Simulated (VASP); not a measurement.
A run of VASP 6.6.1:

INCAR

```
SYSTEM = B
  PREC = Accurate
  ENCUT = 600
  EDIFF = 1E-6
  ISMEAR = 0
  SIGMA = 0.1
  LREAL = .False.
  LASPH = .True.
  NELM = 80
  ALGO = Normal
  ISIF = 3
  LWAVE = .False.
  LCHARG = .False.
  GGA = PE
  IBRION = 2
  NSW = 90
  EDIFFG = -0.04
```

The input KPOINTS:

```
regular mesh
0
Gamma
  6 6 6
  0 0 0
```

Contents of POSCAR:

```
B
1.0
    0.0000000000      5.4775051000      1.8100931000
    2.8101221500      0.0000000000      1.8100931000
    2.8101221500      5.4775051000      0.0000000000
B
6
Direct
    0.2431710100      0.2431710100      0.2568289900
    0.9931710100      0.9931710100      0.0068289900
    0.9870180000      0.5116720200      0.2334170000
    0.5116720200      0.9870180000      0.2678929800
    0.9821070200      0.0165830000      0.7383279800
    0.0165830000      0.9821070200      0.2629820000
```

Potentials or basis: VASP PAW PBE potentials, release 64 (B).

The run is started by

```sh
$ cat potpaw_PBE.64/B/POTCAR > POTCAR
$ mpirun -np 1 vasp_std > vasp.out
```

Hardware: 1 thread of AMD EPYC 7R43 64-Core Processor (Zen 3), with other jobs on the host.

Estimate the wall time of this run.

Run time: 37 min on 1 thread of AMD EPYC 7R43 64-Core Processor (Zen 3), with other jobs on the host, peak memory 0.24 GiB. Counts: scf iterations 269, k points 46, ion steps 42.
